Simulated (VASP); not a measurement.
Set up this calculation in VASP 6.6.1, as the native input.

```
Task                   : relaxation of cell and atoms
Functional             : PBE
Potentials or basis    : VASP PAW PBE potentials, release 64 (Na_pv, Sb)
Cutoff                 : 600 eV
k mesh                 : 8 × 8 × 8
Occupations            : gaussian, width 0.1 eV
Spin                   : no spin polarisation
Dipole correction      : no
Further INCAR settings : ALGO = Normal; EDIFF = 1e-06; IBRION = 2; EDIFFG = -0.01; NSW = 100; ISIF = 3
```

The structure of NaSb2 lies in POSCAR:

```
NaSb2
1.0
   -3.8449628540      3.8449628540      2.8763683661
    3.8449628540     -3.8449628540      2.8763683661
    3.8449628540      3.8449628540     -2.8763683661
Na Sb
2 4
Direct
    0.2500000000      0.2500000000      0.0000000000
    0.7500000000      0.7500000000      0.0000000000
    0.6286452492      0.1286452492      0.7572904983
    0.1286452492      0.3713547508      0.5000000000
    0.3713547508      0.8713547508      0.2427095017
    0.8713547508      0.6286452492      0.5000000000
```

The input as run:

INCAR

```
SYSTEM = NaSb2
PREC = Accurate ; ENCUT = 600
EDIFF = 1E-6 ; ISMEAR = 0
SIGMA = 0.1 ; LREAL = .FALSE.
LASPH = .TRUE. ; NELM = 100
ALGO = Normal ; ISIF = 3
LWAVE = .FALSE. ; LCHARG = .FALSE.
GGA = PE ; IBRION = 2
NSW = 100 ; EDIFFG = -0.01
```

KPOINTS

```
regular mesh
0
G
  8 8 8
  0 0 0
```

Potentials or basis: VASP PAW PBE potentials, release 64 (Na_pv, Sb).

Launch:

```console
$ cat potpaw_PBE.64/Na_pv/POTCAR potpaw_PBE.64/Sb/POTCAR > POTCAR
$ mpirun -np 1 vasp_std > vasp.out
```

It gave:

```yaml
Relaxed_volume: 28.36 Å³/atom
Relaxed_cell: a = 6.154 Å, b = 6.154 Å, c = 6.154 Å, α = 102.60°, β = 102.60°, γ = 124.32°
Space_group_after_relaxing_to_0.1_Å: I4/mcm (No. 140)
Energy_gained_by_relaxing: 0.0 meV/atom
Ionic_steps: 5
Pressure_after_relaxing: 0.0 GPa
Band_gap_on_the_k_mesh: zero (bands 17 and 18 overlap by 1.99 eV)
```

Caveat: spin-orbit coupling is left out, which moves the levels of the heavy elements.

It took 10 min on 1 thread of Intel Xeon 8259CL, with other jobs on the host, peak memory 0.51 GiB.
